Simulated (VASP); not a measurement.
# PbSe (Fm-3m) in VASP: further runs, part 2 of 3

VASP 6.6.1. Earlier steps stand in the parts before.

### Step 3. Electric field gradients, PBE

This run uses another cell than the first one, of 28.71 Å³/atom, 1.020 times its volume.

INCAR reads:

```
PREC = Accurate
ENCUT = 520
EDIFF = 1E-8
ISMEAR = -1
SIGMA = 0.01
LREAL = F
LASPH = T
NELM = 80
ALGO = Normal
ISIF = 2
LWAVE = F
LCHARG = F
GGA = PE
LEFG = T
NBANDS = 17
```

KPOINTS reads:

```
Automatic mesh
0
Gamma
  9 9 9
```

POSCAR reads:

```
PbSe
1.0
    0.0000000000      3.0621500000      3.0621500000
    3.0621500000      0.0000000000      3.0621500000
    3.0621500000      3.0621500000      0.0000000000
Pb Se
1 1
Direct
    0.0000000000      0.0000000000      0.0000000000
    0.5000000000      0.5000000000      0.5000000000
```

Potentials or basis: VASP PAW PBE potentials, release 64 (Pb_d, Se).

Run with:

```sh
$ cat potpaw_PBE.64/Pb_d/POTCAR potpaw_PBE.64/Se/POTCAR > POTCAR
$ mpirun -np 1 vasp_std > vasp.out
```

OUTCAR:

```text
PREC = Accurate
   ENCUT = 520
   EDIFF = 1E-8
   ISMEAR = -1
   LREAL = F
   LASPH = T
   NELM = 80
   ISIF = 2
   GGA = PE

 ion  position               nearest neighbor table
   1  0.000  0.000  0.000-   2 3.06   2 3.06   2 3.06   2 3.06   2 3.06   2 3.06
   2  0.500  0.500  0.500-   1 3.06   1 3.06   1 3.06   1 3.06   1 3.06   1 3.06

  LATTYP: Found a face centered cubic cell.
 ALAT       =     6.1243000000

  Lattice vectors:

 A1 = (   0.0000000000,   3.0621500000,   3.0621500000)
 A2 = (   3.0621500000,   0.0000000000,   3.0621500000)
 A3 = (   3.0621500000,   3.0621500000,   0.0000000000)

Analysis of symmetry for initial positions (statically):
=====================================================================
 Subroutine PRICEL returns:
 Original cell was already a primitive cell.

 Routine SETGRP: Setting up the symmetry group for a
 face centered cubic supercell.

 Subroutine GETGRP returns: Found 48 space group operations
 (whereof 48 operations were pure point group operations)
 out of a pool of 48 trial point group operations.

The static configuration has the point symmetry O_h .

Analysis of symmetry for dynamics (positions and initial velocities):
=====================================================================
 Subroutine PRICEL returns:
 Original cell was already a primitive cell.

 Routine SETGRP: Setting up the symmetry group for a
 face centered cubic supercell.

 Subroutine GETGRP returns: Found 48 space group operations
 (whereof 48 operations were pure point group operations)
 out of a pool of 48 trial point group operations.

The dynamic configuration has the point symmetry O_h .

 Subroutine INISYM returns: Found 48 space group operations
 (whereof 48 operations are pure point group operations),
 and found     1 'primitive' translations

----------------------------------------------------------------------------------------

                                     Primitive cell

  volume of cell :      57.4261

  direct lattice vectors                    reciprocal lattice vectors
     0.000000000  3.062150000  3.062150000    -0.163283967  0.163283967  0.163283967
     3.062150000  0.000000000  3.062150000     0.163283967 -0.163283967  0.163283967
     3.062150000  3.062150000  0.000000000     0.163283967  0.163283967 -0.163283967

  length of vectors
     4.330534060  4.330534060  4.330534060     0.282816127  0.282816127  0.282816127

  position of ions in fractional coordinates (direct lattice)
     0.000000000  0.000000000  0.000000000
     0.500000000  0.500000000  0.500000000

  ion indices of the primitive-cell ions
   primitive index   ion index
                 1           1
                 2           2

----------------------------------------------------------------------------------------

 KPOINTS: Automatic mesh
[... 72 lines left out ...]
   IBRION =     -1    ionic relax: 0-MD 1-quasi-New 2-CG
   NFREE  =      0    steps in history (QN), initial steepest desc. (CG)
   ISIF   =      2    stress and relaxation
   ISYM   =      2    0-nonsym 1-usesym 2-fastsym
   POTIM  = 0.5000    time-step for ionic-motion
   TEBEG  =    0.0;   TEEND  =   0.0 temperature during run
   PSTRESS=    0.0 pullay stress
   NELECT =      20.0000    total number of electrons
   NUPDOWN=      -1.0000    fix difference up-down
   EMIN   =  10.00;   EMAX   =-10.00  energy-range for DOS
   EFERMI =   0.00;   METHOD = LEGACY
   ISMEAR =    -1;   SIGMA  =   0.01  broadening in eV -4-tet -1-fermi 0-gaus
   EFERMI_NEDOS =   21; number of points for ismear=-14 and -15
   IALGO  =     38    algorithm
   IMIX   =      4    mixing-type and parameters
     AMIX     =   0.40;   BMIX     =  1.00
     AMIX_MAG =   1.60;   BMIX_MAG =  1.00
  volume/ion in A,a.u.               =      28.71       193.77
  Fermi-wavevector in a.u.,A,eV,Ry     =   1.151812  2.176610 18.050462  1.326672
  Thomas-Fermi vector in A             =   2.288467
   LORBIT       =      0    0 simple, 1 ext, 2 COOP (PROOUT), +10 PAW based schemes
   GGA     = PE    functional components
   LHFCALC =     F    Hartree Fock is set to
   AEXX    =    0.0000 exact exchange contribution
   IVDW    =     0    specifies the selected vdW correction
   LEPSILON=     F    determine dielectric tensor
   LRPA    =     F    only Hartree local field effects (RPA)
 non-spin polarized calculation
  energy-cutoff  :      520.00
  volume of cell :       57.43
 maximum number of plane-waves:      1565
   NGX = 17   NGY = 17   NGZ = 17

 number of electron      20.0000000 magnetization

 Free energy of the ion-electron system (eV)
  ---------------------------------------------------
  ext. energy  EPLUGINS =         0.00000000
  ---------------------------------------------------
  free energy    TOTEN  =        -8.17954507 eV

  energy without entropy =       -8.17954507  energy(sigma->0) =       -8.17954507

 E-fermi :   5.1347     XC(G=0):  -9.5235

 val. band max:        4.8726996687   @ k =   0.4444   0.0000   0.0000
 cond. band min:       5.5672287626   @ k =   0.4444   0.0000   0.0000
 fundamental gap:      0.6945290939
 Fermi energy:         5.1347405506

 k-point     1 :       0.0000    0.0000    0.0000
  band No.  band energies     occupation
      1     -11.7839      2.00000
      2     -11.7839      2.00000
      3     -11.7839      2.00000
      4     -11.7798      2.00000
      5     -11.7798      2.00000
      6      -8.5312      2.00000
[... 457 lines left out ...]
      4     -11.7409      2.00000
      5     -11.7409      2.00000
      6      -7.1580      2.00000
[... 9 lines left out ...]
     16      16.5423      0.00000
     17      17.6120      0.00000

 [... further k-points ...]

------------------------ aborting loop because EDIFF is reached ----------------------------------------

  FORCE on cell =-STRESS in cart. coord.  units (eV):
  Direction    XX          YY          ZZ          XY          YZ          ZX
  --------------------------------------------------------------------------------------
  -------------------------------------------------------------------------------------
  Total        0.8304981      0.8304981      0.8304981      0.0000000      0.0000000     -0.0000000
  in kB       23.1707381     23.1707381     23.1707381      0.0000000      0.0000000     -0.0000000
  external PRESSURE =      23.1707381 kB  Pullay stress =       0.0000000 kB

 VOLUME and BASIS-vectors are now :
 -----------------------------------------------------------------------------
  energy-cutoff  :      520.00
  volume of cell :       57.43
      direct lattice vectors                 reciprocal lattice vectors
     0.000000000  3.062150000  3.062150000    -0.163283967  0.163283967  0.163283967
     3.062150000  0.000000000  3.062150000     0.163283967 -0.163283967  0.163283967
     3.062150000  3.062150000  0.000000000     0.163283967  0.163283967 -0.163283967

 POSITION                                       TOTAL-FORCE (eV/Angst)
 -----------------------------------------------------------------------------------
      0.00000      0.00000      0.00000         0.000000     -0.000000      0.000000
      3.06215      3.06215      3.06215        -0.000000      0.000000     -0.000000
 -----------------------------------------------------------------------------------
    total drift:                                0.000000     -0.000000     -0.000000

  FREE ENERGIE OF THE ION-ELECTRON SYSTEM (eV)
  ---------------------------------------------------
  free  energy   TOTEN  =        -8.1795450703 eV

  energy  without entropy=       -8.1795450703  energy(sigma->0) =       -8.17954507

 Electric field gradients (V/A^2)
---------------------------------------------------------------------
 ion       V_xx      V_yy      V_zz      V_xy      V_xz      V_yz
---------------------------------------------------------------------
   1      -0.000    -0.000    -0.000     0.000     0.000     0.000
   2       0.000    -0.000    -0.000     0.000     0.000     0.000
---------------------------------------------------------------------

 Electric field gradients after diagonalization (V/A^2)
 (convention: |V_zz| > |V_xx| > |V_yy|)
----------------------------------------------------------------------
 ion       V_xx      V_yy      V_zz     asymmetry (V_yy - V_xx)/ V_zz
----------------------------------------------------------------------
   1      -0.000    -0.000     0.001       0.000
   2      -0.000    -0.000     0.000       0.000
----------------------------------------------------------------------

           NMR quadrupolar parameters

 Cq : quadrupolar parameter    Cq=e*Q*V_zz/h
 eta: asymmetry parameters     (V_yy - V_xx)/ V_zz
 Q  : nuclear electric quadrupole moment in mb (millibarn)
----------------------------------------------------------------------
 ion       Cq(MHz)       eta       Q (mb)
----------------------------------------------------------------------
   1       0.000       0.000       1.000
   2       0.000       0.000       1.000
----------------------------------------------------------------------
```

OSZICAR:

```text
N       E                     dE             d eps       ncg     rms          rms(c)
DAV:   1     0.161002700255E+03    0.16100E+03   -0.94448E+03  1198   0.121E+03
DAV:   2     0.377717009461E+01   -0.15723E+03   -0.15205E+03  1234   0.312E+02
DAV:   3    -0.817296398385E+01   -0.11950E+02   -0.11843E+02  1517   0.917E+01
DAV:   4    -0.845991096274E+01   -0.28695E+00   -0.28674E+00  1494   0.154E+01
DAV:   5    -0.846877920778E+01   -0.88682E-02   -0.88678E-02  1681   0.272E+00    0.277E+00
DAV:   6    -0.818121342445E+01    0.28757E+00   -0.71034E-01  1830   0.577E+00    0.157E+00
DAV:   7    -0.817649555016E+01    0.47179E-02   -0.12056E-01  1470   0.167E+00    0.856E-01
DAV:   8    -0.817992139222E+01   -0.34258E-02   -0.13145E-02  1439   0.124E+00    0.163E-01
DAV:   9    -0.817947542763E+01    0.44596E-03   -0.28572E-03  1851   0.520E-01    0.512E-02
DAV:  10    -0.817953816218E+01   -0.62735E-04   -0.22939E-04  1395   0.859E-02    0.190E-02
DAV:  11    -0.817954502314E+01   -0.68610E-05   -0.61182E-05  1606   0.778E-02    0.888E-03
DAV:  12    -0.817954501978E+01    0.33608E-08   -0.32570E-06  1486   0.127E-02    0.245E-03
DAV:  13    -0.817954504412E+01   -0.24347E-07   -0.14565E-07  1556   0.375E-03    0.892E-04
DAV:  14    -0.817954506744E+01   -0.23318E-07   -0.12620E-07  1298   0.227E-03    0.292E-04
DAV:  15    -0.817954507029E+01   -0.28508E-08   -0.37158E-09  1266   0.389E-04
   1 F= -.81795451E+01 E0= -.81795451E+01  d E =-.248740E-13
```

stdout:

```text
POSCAR found type information on POSCAR PbSe
 POSCAR found :  2 types and       2 ions
 scaLAPACK will be used
 LDA part: xc-table for (Slater+PW92), standard interpolation
 POSCAR, INCAR and KPOINTS ok, starting setup
 FFT: planning ... GRIDC
 FFT: planning ... GRID_SOFT
 FFT: planning ... GRID
 WAVECAR not read
 entering main loop
ion   1

ion   2
```

Wall time 46 s (1 thread of Intel Xeon 6975P-C, shared host); peak memory 0.19 GiB.

What came out:

```
Free energy : -8.1795 eV
Pressure    : 2.3 GPa
```

Caveat: this odd mesh misses L, where the gap lies, so gap, dielectric constants and Born charges aren't listed; without QUAD_EFG the Cq values of the log hold for a quadrupole moment of 1 mb, not for the nuclei; spin-orbit coupling is left out, which moves the levels of the heavy elements.

(Part 2 of 3 ends here.)
